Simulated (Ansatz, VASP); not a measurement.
Li3H2 in VASP and in Ansatz

```
Li H
1.0
     0.00000   -2.70396    0.00000
    -5.70008   -1.35198    0.10362
    -1.22976   -1.35198   -7.52944
Li H
6 4
Cartesian
  -5.1322 -4.0559 -3.4601
  -1.7976 -1.3520 -3.9657
  -6.2026 -4.0559 -5.9162
  -0.7273 -1.3520 -1.5097
  -3.1072 -4.0559 -6.3275
  -3.8226 -1.3520 -1.0983
  -2.3709 -2.7040 -5.2566
  -4.5589 -2.7040 -2.1692
  -5.7248 -2.7040 -4.7130
  -1.2050 -2.7040 -2.7128
```

Alike in both runs: task single point; functional PBE; k mesh 8 × 8 × 8; occupations gaussian, width 0.2 eV; no spin polarisation.

|  | VASP | Ansatz |
| --- | --- | --- |
| version | VASP 6.6.1 | Ansatz 0.2.0 |
| potentials or method | VASP PAW PBE potentials, release 64 (Li_sv, H), cutoff 520 eV | scalar-relativistic, plane waves, PAW |
| valence electrons in the cell | 22 | 22 |

|  | VASP | Ansatz | Ansatz less VASP |
| --- | --- | --- | --- |
| gap on the k mesh at the Fermi level (eV) | none | none | - |
| rms of the force components (eV/Å) | 0.006 | 0.006 | -0.0006 |

Atom by atom the forces differ by 0.001 eV/Å (rms over components). A gap of «none» marks a metal or a gap that the smearing closes.

Noted on VASP's run: the cutoff is short for stress, so the pressure is rough.
